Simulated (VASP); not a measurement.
Input of a VASP 6.6.1 run:

The input INCAR:

```
  PREC = Accurate
  ENCUT = 520
  EDIFF = 1E-6
  ISMEAR = 0
  SIGMA = 0.01
  LREAL = F
  LASPH = T
  NELM = 60
  ALGO = Normal
  ISIF = 2
  LWAVE = F
  LCHARG = F
  GGA = PE
  NBANDS = 26
```

Contents of KPOINTS:

```
regular mesh
0
Gamma
  6 6 4
```

The input POSCAR:

```
AgCl
1.0
    4.5197423908      0.0000000000      0.0000000000
   -2.2598711954      3.9142117290      0.0000000000
    0.0000000000      0.0000000000      5.7224980680
Ag Cl
2 2
Direct
    0.3333333333      0.6666666667     -0.0622203148
    0.6666666667      0.3333333333      0.4377796852
    0.3333333333      0.6666666667      0.4372203148
    0.6666666667      0.3333333333      0.9372203148
```

Potentials or basis: VASP PAW PBE potentials, release 64 (Ag, Cl).

Launch:

```sh
$ cat potpaw_PBE.64/Ag/POTCAR potpaw_PBE.64/Cl/POTCAR > POTCAR
$ mpirun -np 1 vasp_std > vasp.out
```

(1) Estimate the pressure.

(2) Predict the band gap on the k mesh.

Results:

(1) 1.1 GPa.

(2) 1.36 eV (least direct gap 1.39 eV).

Caveat: the structure was generated, so it needn't be the stable form of AgCl.
